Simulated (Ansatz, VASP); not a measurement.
**Two plane-wave programs on Sr3Ca**

```
Sr Ca
1.0
    -2.99272    2.99272    5.95671
     2.99272   -2.99272    5.95671
     2.99272    2.99272   -5.95671
Sr Ca
3 1
Direct
  0.75000 0.25000 0.50000
  0.25000 0.75000 0.50000
  0.50000 0.50000 0.00000
  0.00000 0.00000 0.00000
```

Alike in both runs: task single point; functional LDA; k mesh 6 × 6 × 6; no spin polarisation.

```csv
,VASP,Ansatz
version,VASP 6.6.1,Ansatz 0.2.0
potentials or method,"VASP PAW LDA potentials, release 64 (Sr_sv, Ca_sv), cutoff 520 eV","plane waves, PAW"
occupations,"methfessel-paxton of order 1, width 0.25 eV","cold, width 0.25 eV"
valence electrons in the cell,40,40
```

|  | VASP | Ansatz | Ansatz less VASP |
| --- | --- | --- | --- |
| pressure (GPa) | -1.7 | -1.7 | +0.01 |

LDA's correlation is that of Perdew and Zunger in VASP and of Perdew and Wang (1992) in Ansatz.
